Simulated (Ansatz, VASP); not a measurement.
## Y2Os: VASP beside Ansatz

The input INCAR:

```
PREC = Accurate
ENCUT = 600
EDIFF = 1E-6
ISMEAR = 0
SIGMA = 0.1
LREAL = False
LASPH = True
NELM = 100
ALGO = Fast
ISIF = 3
LWAVE = False
LCHARG = False
GGA = PE
IBRION = 2
NSW = 100
EDIFFG = -0.01
```

File KPOINTS:

```
Automatic mesh
0
Gamma
  12 12 12
```

POSCAR

```
Y2Os
1.0
    0.0000000000      3.3889445487      3.3889445487
    3.3889445487      0.0000000000      3.3889445487
    3.3889445487      3.3889445487      0.0000000000
Y Os
2 1
Direct
    0.2500000000      0.2500000000      0.2500000000
    0.7500000000      0.7500000000      0.7500000000
    0.0000000000      0.0000000000      0.0000000000
```

Input for Ansatz:

```yaml
crystal:
  lattice:
    - [0.0, 3.3889445487, 3.3889445487]
    - [3.3889445487, 0.0, 3.3889445487]
    - [3.3889445487, 3.3889445487, 0.0]
  atoms:
    - { symbol: "Y", position: [0.25, 0.25, 0.25] }
    - { symbol: "Y", position: [0.75, 0.75, 0.75] }
    - { symbol: Os, position: [0.0, 0.0, 0.0] }
basis:
  ecutwfc: 420
kpoints:
  mp_grid: { grid: [12, 12, 12] }
hamiltonian:
  xc: pbe
scf:
  occupations: { method: gaussian, width: 0.1 }
output:
  forces: true
  stress: true
  eigenvalues: true
  write_density: true
  write_potential: true
  elf: true
  volumetric_format: npy
relax:
  adjacent_minimum: "off"
  f_tol: 0.01
  max_steps: 80
  cell: { stress_tol: 0.05 }
```

Change from the starting cell: species swapped into the Si2Ni type (Fm-3m, No. 225).

Alike in both runs: task relaxation of cell and atoms; functional PBE; k mesh 12 × 12 × 12; occupations gaussian, width 0.1 eV; no spin polarisation.

|  | VASP | Ansatz |
| --- | --- | --- |
| version | VASP 6.6.1 | Ansatz 0.2.0 |
| potentials or method | VASP PAW PBE potentials, release 64 (Y_sv, Os), cutoff 600 eV | scalar-relativistic, plane waves, PAW |
| valence electrons in the cell | 30 | 38 |

Ansatz gave:

```
gap on the k mesh at the Fermi level, each at its own relaxed structure (eV) : none
relaxed volume (Å³/atom)                                                     : 25.96
relaxed cell length with the largest relative difference (Å)                 : 4.794
```

Which values does VASP return?

gap on the k mesh at the Fermi level, each at its own relaxed structure (eV): none; relaxed volume (Å³/atom): 25.95; relaxed cell length with the largest relative difference (Å): 4.793.

A gap of «none» marks a metal or a gap that the smearing closes. VASP's potentials hold 30 valence electrons a cell and Ansatz's 38, so a difference there can come from the potentials and not from the codes.

Spin-orbit coupling is off throughout. Noted on VASP's run: the relaxation stopped at its first step, so nothing moved.
